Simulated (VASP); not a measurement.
Wanted: the native input for a VASP 6.6.1 run.

```
Task                   : single point
Functional             : r2SCAN
Potentials or basis    : VASP PAW PBE potentials, release 64 (Ca_sv, Ba_sv, S)
Cutoff                 : 520 eV
k mesh                 : 6 × 6 × 6
Occupations            : gaussian, width 0.01 eV
Spin                   : no spin polarisation
Dipole correction      : no
Further INCAR settings : ALGO = Normal; EDIFF = 1e-07; NBANDS = 24
```

Crystal: BaCaS2.

```
Ca Ba S
1.0
     2.09373    1.20882    6.89808
    -2.09373    1.20882    6.89808
     0.00000   -2.41763    6.89808
Ca Ba S
1 1 2
Direct
  0.00000 0.00000 0.00000
  0.50000 0.50000 0.50000
  0.25909 0.25909 0.25909
  0.74091 0.74091 0.74091
```

One way to write it, as run:

POSCAR

```
BaCaS2
1.0
    2.0937292570      1.2088151501      6.8980809936
   -2.0937292570      1.2088151501      6.8980809936
    0.0000000000     -2.4176303003      6.8980809936
Ca Ba S
1 1 2
Direct
    1.0000000000      0.0000000000      0.0000000000
    0.5000000000      0.5000000000      0.5000000000
    0.2590901373      0.2590901373      0.2590901373
    0.7409098627      0.7409098627      0.7409098627
```

INCAR.step1

```
SYSTEM = BaCaS2
PREC     = Accurate       ! precision mode
ENCUT    = 520            ! plane-wave cutoff, eV
ISMEAR   = 0              ! smearing method
SIGMA    = 0.01           ! smearing width, eV
LREAL    = .FALSE.        ! projectors in reciprocal space
LASPH    = .TRUE.         ! aspherical terms in the spheres
NELM     = 80             ! most SCF steps
NBANDS   = 24             ! bands
GGA      = PE             ! functional
ALGO     = Normal         ! electronic algorithm
EDIFF    = 1E-4           ! SCF threshold, eV
LWAVE    = .TRUE.         ! write WAVECAR
LCHARG   = .FALSE.        ! write CHGCAR
```

INCAR.step2

```
SYSTEM = BaCaS2
PREC     = Accurate       ! precision mode
ENCUT    = 520            ! plane-wave cutoff, eV
EDIFF    = 1E-7           ! SCF threshold, eV
ISMEAR   = 0              ! smearing method
SIGMA    = 0.01           ! smearing width, eV
LREAL    = .FALSE.        ! projectors in reciprocal space
LASPH    = .TRUE.         ! aspherical terms in the spheres
NELM     = 80             ! most SCF steps
ALGO     = Normal         ! electronic algorithm
ISIF     = 2              ! what is computed and relaxed
LWAVE    = .FALSE.        ! write WAVECAR
LCHARG   = .FALSE.        ! write CHGCAR
METAGGA  = R2SCAN         ! meta-GGA
LMIXTAU  = .TRUE.       
NBANDS   = 24             ! bands
ISTART   = 1
```

KPOINTS

```
regular mesh
0
G
  6 6 6
  0 0 0
```

Potentials or basis: VASP PAW PBE potentials, release 64 (Ca_sv, Ba_sv, S).

Launch:

```bash
$ cat potpaw_PBE.64/Ca_sv/POTCAR potpaw_PBE.64/Ba_sv/POTCAR potpaw_PBE.64/S/POTCAR > POTCAR
$ cp INCAR.step1 INCAR
$ mpirun -np 1 vasp_std > vasp.out
$ cp INCAR.step2 INCAR
$ mpirun -np 1 vasp_std > vasp.out
```

It gave:

```json
{"Pressure": "4.3 GPa", "Largest force": "0.154 eV/Å", "Band gap on the k mesh": "2.29 eV (least direct gap 2.76 eV)"}
```

Caveat: the cell stands under pressure; the PAW data sets were made with another functional, which shifts forces and pressure a little; spin-orbit coupling is left out, which moves the levels of the heavy elements.

Wall time 17 min on 1 thread of Intel(R) Xeon(R) Platinum 8375C CPU @ 2.90GHz (Ice Lake) (shared host), peak memory 0.48 GiB.
